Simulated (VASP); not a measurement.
Ag, 4 atoms in the cell. The cell holds a slab with vacuum, 4 atoms: a = 3.003 Å, b = 3.003 Å, c = 27.327 Å, α = 90.00°, β = 90.00°, γ = 90.00°. 

* Program: VASP 6.6.1
* Task: single point
* Functional: PBE
* Potentials or basis: VASP PAW PBE potentials, release 64 (Ag)
* Cutoff: 400 eV
* k mesh: 12 × 12 × 1
* Occupations: methfessel-paxton, width 0.1 eV
* Spin: no spin polarisation
* Dipole correction: yes
* Further INCAR settings: ALGO = Normal; EDIFF = 1e-06; NBANDS = 30; NELMDL = -8

Potentials or basis: VASP PAW PBE potentials, release 64 (Ag).

Command:

```sh
$ cat potpaw_PBE.64/Ag/POTCAR > POTCAR
$ mpirun -np 1 vasp_std > vasp.out
```

Hardware: 1 thread of Intel Xeon 8259CL (shared host).

**Question.** Estimate the wall time of this run.

**Answer.** Wall time 5.6 min on 1 thread of Intel Xeon 8259CL (shared host), peak memory 0.3 GiB. Counts: scf iterations 26, k points 28.
